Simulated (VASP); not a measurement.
# MgO (P3m1) in VASP: a series of runs

The runs below take MgO through single point, with LDA.

Everything below comes from runs of VASP 6.6.1. Logs are shortened: lines on timing, memory, paths and dates and some standing lists are left out, and cuts for length are marked.

## 1. The cell of the first run

The structure is trigonal, space group P3m1 (No. 156). The conventional cell has a = 2.938 Å, b = 2.938 Å, c = 2.680 Å, α = 90.00°, β = 90.00°, γ = 120.00°. Within 2.7 Å of Mg (site symmetry 3m) lie 6 O at 2.06 to 2.27 Å and 2 Mg at 2.68 Å. O (site symmetry 3m) has 6 Mg at 2.06 to 2.27 Å and 2 O at 2.68 Å within 2.7 Å.

## 2. Single point, LDA

File INCAR:

```
  PREC = Accurate
  ENCUT = 840
  EDIFF = 1E-6
  ISMEAR = 0
  SIGMA = 0.05
  LREAL = F
  LASPH = T
  NELM = 120
  ALGO = Normal
  ISIF = 2
  LWAVE = F
  LCHARG = F
  NBANDS = 15
  GGA_COMPAT = F
```

File KPOINTS:

```
regular mesh
0
Gamma
  9 9 8
```

File POSCAR:

```
MgO
1.0
    2.9380209034      0.0000000000      0.0000000000
   -1.4690104517      2.5444007392      0.0000000000
    0.0000000000      0.0000000000      2.6796800000
Mg O
1 1
Direct
    0.0000000000      0.0000000000      0.0000000000
    0.3333333333      0.6666666667      0.4346936948
```

Potentials or basis: VASP PAW LDA potentials, release 64 (Mg_sv, O).

Run with:

```sh
> cat potpaw_LDA.64/Mg_sv/POTCAR potpaw_LDA.64/O/POTCAR > POTCAR
> mpirun -np 1 vasp_std > vasp.out
```

OUTCAR:

```text
PREC = Accurate
   ENCUT = 840
   EDIFF = 1E-6
   ISMEAR = 0
   LREAL = F
   LASPH = T
   NELM = 120
   ISIF = 2

 ion  position               nearest neighbor table
   1  0.000  0.000  0.000-   2 2.06   2 2.06   2 2.06
   2  0.333  0.667  0.435-   1 2.06   1 2.06   1 2.06

  LATTYP: Found a hexagonal cell.
 ALAT       =     2.9380209034
 C/A-ratio  =     0.9120697531

  Lattice vectors:

 A1 = (   2.9380209034,   0.0000000000,   0.0000000000)
 A2 = (  -1.4690104517,   2.5444007392,   0.0000000000)
 A3 = (   0.0000000000,   0.0000000000,   2.6796800000)

Analysis of symmetry for initial positions (statically):
=====================================================================
 Subroutine PRICEL returns:
 Original cell was already a primitive cell.

 Routine SETGRP: Setting up the symmetry group for a
 hexagonal supercell.

 Subroutine GETGRP returns: Found  6 space group operations
 (whereof  6 operations were pure point group operations)
 out of a pool of 24 trial point group operations.

The static configuration has the point symmetry C_3v.

Analysis of symmetry for dynamics (positions and initial velocities):
=====================================================================
 Subroutine PRICEL returns:
 Original cell was already a primitive cell.

 Routine SETGRP: Setting up the symmetry group for a
 hexagonal supercell.

 Subroutine GETGRP returns: Found  6 space group operations
 (whereof  6 operations were pure point group operations)
 out of a pool of 24 trial point group operations.

The dynamic configuration has the point symmetry C_3v.

 Subroutine INISYM returns: Found  6 space group operations
 (whereof  6 operations are pure point group operations),
 and found     1 'primitive' translations

----------------------------------------------------------------------------------------

                                     Primitive cell

  volume of cell :      20.0320

  direct lattice vectors                    reciprocal lattice vectors
     2.938020903  0.000000000  0.000000000     0.340365175  0.196509926  0.000000000
    -1.469010452  2.544400739  0.000000000     0.000000000  0.393019851  0.000000000
     0.000000000  0.000000000  2.679680000     0.000000000  0.000000000  0.373178887

  length of vectors
     2.938020903  2.938020903  2.679680000     0.393019851  0.393019851  0.373178887

  position of ions in fractional coordinates (direct lattice)
     0.000000000  0.000000000  0.000000000
     0.333333333  0.666666667  0.434693695

  ion indices of the primitive-cell ions
   primitive index   ion index
                 1           1
                 2           2

----------------------------------------------------------------------------------------

 KPOINTS: regular mesh

Automatic generation of k-mesh.
 Grid dimensions read from file:
 generate k-points for:    9    9    8

 Generating k-lattice:

  Cartesian coordinates                     Fractional coordinates (reciprocal lattice)
     0.037818353  0.021834436  0.000000000     0.111111111 -0.000000000  0.000000000
     0.000000000  0.043668872  0.000000000     0.000000000  0.111111111  0.000000000
     0.000000000  0.000000000  0.046647361     0.000000000  0.000000000  0.125000000

  Length of vectors
     0.043668872  0.043668872  0.046647361

  Shift w.r.t. Gamma in fractional coordinates (k-lattice)
     0.000000000  0.000000000  0.000000000

 Subroutine IBZKPT returns following result:
 ===========================================

 Found     81 irreducible k-points:

 Following reciprocal coordinates:
            Coordinates               Weight
  0.000000  0.000000  0.000000      1.000000
  0.111111 -0.000000  0.000000      6.000000
  0.222222 -0.000000  0.000000      6.000000
  0.333333 -0.000000  0.000000      6.000000
  0.444444 -0.000000  0.000000      6.000000
  0.111111  0.111111  0.000000      6.000000
[... 16 lines left out ...]
  0.222222  0.111111  0.125000     12.000000
 -0.111111  0.333333  0.125000     12.000000
 [... further k-points ...]
   k-points           NKPTS =     81   k-points in BZ     NKDIM =     81   number of bands    NBANDS=     15
   number of dos      NEDOS =    301   number of ions     NIONS =      2
   total plane-waves  NPLWV =  21952
   dimension x,y,z NGX =    28 NGY =   28 NGZ =   28
   dimension x,y,z NGXF=    56 NGYF=   56 NGZF=   56
   ions per type =               1   1
   NGX,Y,Z   is equivalent  to a cutoff of  15.84, 15.84, 17.37 a.u.
   NGXF,Y,Z  is equivalent  to a cutoff of  31.69, 31.69, 34.74 a.u.
 SYSTEM =  unknown system
   PREC   = accura    normal or accurate (medium, high low for compatibility)
   ISTART =      0    job   : 0-new  1-cont  2-samecut
   ICHARG =      2    charge: 1-file 2-atom 10-const
   ISPIN  =      1    spin polarized calculation?
   LNONCOLLINEAR =      F non collinear calculations
   LSORBIT =      F    spin-orbit coupling
   LASPH  =      T    aspherical Exc in radial PAW
   ENCUT  =  840.0 eV  61.74 Ry    7.86 a.u.   6.94  6.94  6.33*2*pi/ulx,y,z
   NELM   =    120;   NELMIN=  2; NELMDL= -5     # of ELM steps
   EDIFF  = 0.1E-05   stopping-criterion for ELM
   LREAL  =      F    real-space projection
[... 7 lines left out ...]
   TEBEG  =    0.0;   TEEND  =   0.0 temperature during run
   PSTRESS=    0.0 pullay stress
   NELECT =      16.0000    total number of electrons
   NUPDOWN=      -1.0000    fix difference up-down
   EMIN   =  10.00;   EMAX   =-10.00  energy-range for DOS
   EFERMI =   0.00;   METHOD = LEGACY
   ISMEAR =     0;   SIGMA  =   0.05  broadening in eV -4-tet -1-fermi 0-gaus
   EFERMI_NEDOS =   21; number of points for ismear=-14 and -15
   IALGO  =     38    algorithm
   IMIX   =      4    mixing-type and parameters
     AMIX     =   0.40;   BMIX     =  1.00
     AMIX_MAG =   1.60;   BMIX_MAG =  1.00
  volume/ion in A,a.u.               =      10.02        67.59
  Fermi-wavevector in a.u.,A,eV,Ry     =   1.518939  2.870379 31.391038  2.307176
  Thomas-Fermi vector in A             =   2.627992
   LORBIT       =      0    0 simple, 1 ext, 2 COOP (PROOUT), +10 PAW based schemes
   GGA     = CA    functional components
   LHFCALC =     F    Hartree Fock is set to
   AEXX    =    0.0000 exact exchange contribution
   IVDW    =     0    specifies the selected vdW correction
   LEPSILON=     F    determine dielectric tensor
   LRPA    =     F    only Hartree local field effects (RPA)
 non-spin polarized calculation
 Gauss-broadening in eV      SIGMA  =   0.05
  energy-cutoff  :      840.00
  volume of cell :       20.03
 maximum number of plane-waves:      1135
   NGX = 13   NGY = 13   NGZ = 13

 number of electron      16.0000009 magnetization

 Free energy of the ion-electron system (eV)
  ---------------------------------------------------
  ext. energy  EPLUGINS =         0.00000000
  ---------------------------------------------------
  free energy    TOTEN  =       -12.45246819 eV

  energy without entropy =      -12.45246819  energy(sigma->0) =      -12.45246819

 E-fermi :   3.1254     XC(G=0): -11.5359

 val. band max:        2.7286094712   @ k =   0.3333   0.3333   0.0000
 cond. band min:       5.6489106037   @ k =   0.0000   0.0000   0.0000
 fundamental gap:      2.9203011325
 Fermi energy:         3.1253805214

 k-point     1 :       0.0000    0.0000    0.0000
  band No.  band energies     occupation
      1     -69.6257      2.00000
      2     -37.0952      2.00000
      3     -37.0952      2.00000
      4     -37.0520      2.00000
      5     -14.4638      2.00000
      6       2.0405      2.00000
      7       2.0405      2.00000
      8       2.2818      2.00000
      9       5.6489      0.00000
     10      14.5429      0.00000
     11      18.0196      0.00000
     12      18.0196      0.00000
     13      21.2874      0.00000
     14      24.5256      0.00000
     15      24.9585      0.00000

 k-point     2 :       0.1111   -0.0000    0.0000
  band No.  band energies     occupation
      1     -69.6247      2.00000
      2     -37.1041      2.00000
      3     -37.0972      2.00000
      4     -37.0509      2.00000
      5     -14.3507      2.00000
      6       1.2458      2.00000
      7       1.9503      2.00000
      8       2.3353      2.00000
      9       6.3886      0.00000
     10      14.4978      0.00000
     11      16.8827      0.00000
     12      18.3299      0.00000
     13      22.2990      0.00000
     14      24.2211      0.00000
     15      25.1450      0.00000

 k-point     3 :       0.2222   -0.0000    0.0000
  band No.  band energies     occupation
      1     -69.6224      2.00000
      2     -37.1267      2.00000
      3     -37.1023      2.00000
      4     -37.0483      2.00000
      5     -14.0492      2.00000
      6      -0.1641      2.00000
      7       1.7318      2.00000
      8       2.4467      2.00000
      9       7.6761      0.00000
     10      13.7158      0.00000
     11      16.3453      0.00000
     12      19.0648      0.00000
     13      22.3371      0.00000
     14      23.6375      0.00000
     15      25.8529      0.00000
[... 343 lines left out ...]
 k-point    23 :       0.2222    0.1111    0.1250
  band No.  band energies     occupation
      1     -69.6189      2.00000
      2     -37.1390      2.00000
      3     -37.1070      2.00000
      4     -37.0634      2.00000
      5     -13.6844      2.00000
      6      -0.7502      2.00000
      7       1.3980      2.00000
      8       1.7719      2.00000
      9       8.9477      0.00000
     10      13.4500      0.00000
     11      16.7494      0.00000
     12      18.4483      0.00000
     13      20.6571      0.00000
     14      24.0238      0.00000
     15      26.7303      0.00000

 k-point    24 :      -0.1111    0.3333    0.1250
  band No.  band energies     occupation
      1     -69.6189      2.00000
      2     -37.1390      2.00000
      3     -37.1070      2.00000
      4     -37.0634      2.00000
      5     -13.6847      2.00000
      6      -0.7503      2.00000
      7       1.4024      2.00000
      8       1.7780      2.00000
      9       8.9811      0.00000
     10      13.1368      0.00000
     11      16.7955      0.00000
     12      18.7439      0.00000
     13      21.4801      0.00000
     14      23.2222      0.00000
     15      26.3573      0.00000

 [... further k-points ...]
[... 5 lines left out ...]
  --------------------------------------------------------------------------------------
  -------------------------------------------------------------------------------------
  Total       -0.7902514     -0.7902514     -0.8181091      0.0000000      0.0000000      0.0000000
  in kB      -63.2051549    -63.2051549    -65.4332470      0.0000000      0.0000000      0.0000000
  external PRESSURE =     -63.9478522 kB  Pullay stress =       0.0000000 kB

 VOLUME and BASIS-vectors are now :
 -----------------------------------------------------------------------------
  energy-cutoff  :      840.00
  volume of cell :       20.03
      direct lattice vectors                 reciprocal lattice vectors
     2.938020903  0.000000000  0.000000000     0.340365175  0.196509926  0.000000000
    -1.469010452  2.544400739  0.000000000     0.000000000  0.393019851  0.000000000
     0.000000000  0.000000000  2.679680000     0.000000000  0.000000000  0.373178887

 POSITION                                       TOTAL-FORCE (eV/Angst)
 -----------------------------------------------------------------------------------
      0.00000      0.00000      0.00000         0.000000     -0.000000     -0.537934
     -0.00000      1.69627      1.16484        -0.000000      0.000000      0.537934
 -----------------------------------------------------------------------------------
    total drift:                               -0.000000      0.000000     -0.000337

  FREE ENERGIE OF THE ION-ELECTRON SYSTEM (eV)
  ---------------------------------------------------
  free  energy   TOTEN  =       -12.4524681903 eV

  energy  without entropy=      -12.4524681903  energy(sigma->0) =      -12.45246819
```

It took 19 s on 1 thread of Intel Xeon Platinum 8488C (Sapphire Rapids), shared host; peak memory 0.16 GiB.

Results:

```yaml
Free_energy: -12.4525 eV
Pressure: -6.4 GPa
Largest_force: 0.538 eV/Å
Band_gap_on_the_k_mesh: 2.92 eV (least direct gap 3.37 eV)
```

Forces on the atoms (eV/Å):
```
Mg   0.000  0.000 -0.538
O    0.000  0.000  0.538
```

Stress tensor (GPa, compression positive):
```
-6.32  0.00  0.00
 0.00 -6.32  0.00
 0.00  0.00 -6.54
```

Levels at points of the mesh, in eV from the valence-band top:
| k point | band 5 | band 6 | band 7 | band 8 | band 9 | band 10 | band 11 | band 12 |
| --- | --- | --- | --- | --- | --- | --- | --- | --- |
| (0.00, 0.00, 0.00) | -17.19 | -0.69 | -0.69 | -0.45 | 2.92 | 11.81 | 15.29 | 15.29 |
| (0.00, 0.00, 0.50) | -16.06 | -5.42 | -0.18 | -0.18 | 8.11 | 8.91 | 17.27 | 17.27 |

Caveat: the cell differs from its parent crystal (all O atoms moved +0.175 Å, as atom 2 towards its neighbour atom 2 (O) at 2.680 Å); the cell stands under tension. A k mesh can miss the band edges.

## 3. Single point, LDA

File INCAR:

```
SYSTEM = MgO
  PREC = Accurate
  ENCUT = 840
  EDIFF = 1E-6
  ISMEAR = 0
  SIGMA = 0.05
  LREAL = .FALSE.
  LASPH = .TRUE.
  NELM = 120
  ALGO = Normal
  ISIF = 2
  LWAVE = .FALSE.
  LCHARG = .FALSE.
  GGA = CA
  NBANDS = 15
  GGA_COMPAT = .FALSE.
```

File KPOINTS:

```
Automatic mesh
0
G
  9 9 8
  0 0 0
```

Edit POSCAR of step 2 so:

```diff
@@ -9,2 +9,2 @@
     0.0000000000      0.0000000000      0.0000000000
-    0.3333333333      0.6666666667      0.4346936948
+    0.3333333333      0.6666666667      0.4440231669
```

Potentials or basis: VASP PAW LDA potentials, release 64 (Mg_sv, O).

Run with:

```sh
> cat potpaw_LDA.64/Mg_sv/POTCAR potpaw_LDA.64/O/POTCAR > POTCAR
> mpirun -np 1 vasp_std > vasp.out
```

Wall time 20 s (1 thread of Intel Xeon 6975P-C (Granite Rapids), shared host); peak memory 0.16 GiB.

The run converged. Its results:

```
Free energy            : -12.4649 eV
Pressure               : -7.1 GPa
Largest force          : 0.458 eV/Å
Band gap on the k mesh : 2.93 eV (least direct gap 3.37 eV)
```

Forces in eV/Å, atoms in the order of the input:
```
Mg   0.000  0.000 -0.458
O    0.000  0.000  0.458
```

Stress tensor (GPa, compression positive):
```
-6.95  0.00  0.00
 0.00 -6.95  0.00
 0.00  0.00 -7.38
```

Levels at points of the mesh, in eV from the valence-band top:
```
           k point  band 5  band 6  band 7  band 8  band 9  band 10  band 11  band 12
(0.00, 0.00, 0.00)  -17.18   -0.67   -0.67   -0.44    2.93    11.77    15.30    15.30
(0.00, 0.00, 0.50)  -16.04   -5.42   -0.16   -0.16    8.12     8.90    17.28    17.28
```

Caveat: the cell differs from its parent crystal (all O atoms moved +0.150 Å, as atom 2 towards its neighbour atom 2 (O) at 2.680 Å); the cell stands under tension.

## 4. Single point, LDA

File INCAR:

```
SYSTEM = MgO
  ALGO = Normal
  EDIFF = 1E-6
  ENCUT = 840
  GGA = CA
  GGA_COMPAT = .FALSE.
  ISIF = 2
  ISMEAR = 0
  LASPH = .TRUE.
  LCHARG = .TRUE.
  LELF = .TRUE.
  LREAL = .FALSE.
  LVHAR = .TRUE.
  LWAVE = .FALSE.
  NBANDS = 15
  NELM = 120
  PREC = Accurate
  SIGMA = 0.05
```

File KPOINTS:

```
k-points
0
G
  9 9 8
  0 0 0
```

Edit POSCAR of step 3 so:

```diff
@@ -9,2 +9,2 @@
     0.0000000000      0.0000000000      0.0000000000
-    0.3333333333      0.6666666667      0.4440231669
+    0.3333333333      0.6666666667      0.5746357774
```

Run with:

```sh
> cat potpaw_LDA.64/Mg_sv/POTCAR potpaw_LDA.64/O/POTCAR > POTCAR
> mpirun -np 1 vasp_std > vasp.out
```

It took 48 s on 1 thread of Intel Xeon Platinum 8488C (Sapphire Rapids), shared host; peak memory 0.17 GiB.

Results (log left out):

```
Free energy            : -12.4380 eV
Pressure               : -5.6 GPa
Largest force          : 0.620 eV/Å
Band gap on the k mesh : 2.91 eV (least direct gap 3.37 eV)
```

Forces on the atoms (eV/Å):
```
Mg   0.000  0.000  0.620
O    0.000  0.000 -0.620
```

Levels at points of the mesh, in eV from the valence-band top:
| k point | band 6 | band 7 | band 8 | band 9 | band 10 | band 11 |
| --- | --- | --- | --- | --- | --- | --- |
| (0.00, 0.00, 0.00) | -0.71 | -0.71 | -0.46 | 2.91 | 11.87 | 15.29 |
| (0.00, 0.00, 0.50) | -5.42 | -0.21 | -0.21 | 8.10 | 8.92 | 17.26 |

Caveat: the cell differs from its parent crystal (all O atoms moved -0.200 Å, as atom 2 towards its neighbour atom 2 (O) at 2.680 Å); the cell stands under tension. A k mesh can miss the band edges.

## 5. The runs side by side

| cell | gap on the mesh (eV) | pressure (GPa) | largest force (eV/Å) |
| --- | --- | --- | --- |
| as given, atomic positions A | 2.92 | -6.4 | 0.54 |
| as given, atomic positions B | 2.93 | -7.1 | 0.46 |
| as given, atomic positions C | 2.91 | -5.6 | 0.62 |

Alike in all rows: task single point; level LDA; potentials or basis VASP PAW LDA potentials, release 64 (Mg_sv, O); no spin polarisation; k mesh 9 × 9 × 8; cutoff (eV) 840; smearing gaussian 0.05 eV.

Caveats: the cell stands under tension.

Absolute energies hang on the potentials; compare differences alone.
